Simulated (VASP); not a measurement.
Al2GaAs3, 6 atoms in the cell. Symmetry: I-4m2, No. 119, tetragonal system. Conventional cell: a = 3.854 Å, b = 3.854 Å, c = 16.350 Å, α = 90.00°, β = 90.00°, γ = 90.00°. Al (site symmetry 2mm) has 4 As at 2.36 Å within 3.1 Å. Ga (site symmetry -4m2) has 4 As at 2.36 Å within 3.1 Å. Within 3.1 Å of As (site symmetry 2mm) lie 2 Ga at 2.36 Å and 2 Al at 2.36 Å. As (site symmetry -4m2) has 4 Al at 2.36 Å within 3.1 Å. 

```yaml
Program: VASP 6.6.1
Task: single point
Functional: PBE
Potentials_or_basis: VASP PAW PBE potentials, release 64 (Al, Ga_d, As)
Cutoff: 500 eV
k_mesh: 6 × 6 × 6
Occupations: gaussian, width 0.1 eV
Spin: no spin polarisation
Dipole_correction: no
Further_INCAR_settings: ALGO = Normal; EDIFF = 1e-06; NBANDS = 26
```

Potentials or basis: VASP PAW PBE potentials, release 64 (Al, Ga_d, As).

The run is started by

```sh
$ cat potpaw_PBE.64/Al/POTCAR potpaw_PBE.64/Ga_d/POTCAR potpaw_PBE.64/As/POTCAR > POTCAR
$ mpirun -np 1 vasp_std > vasp.out
```

Hardware: 1 thread of Intel(R) Xeon(R) 6975P-C (Granite Rapids), on a shared host.

**Question.** Estimate the wall time of this run.

**Answer.** Run time: 3.1 min on 1 thread of Intel(R) Xeon(R) 6975P-C (Granite Rapids) (shared host), peak memory 0.6 GiB. Counts: scf iterations 14, k points 30.
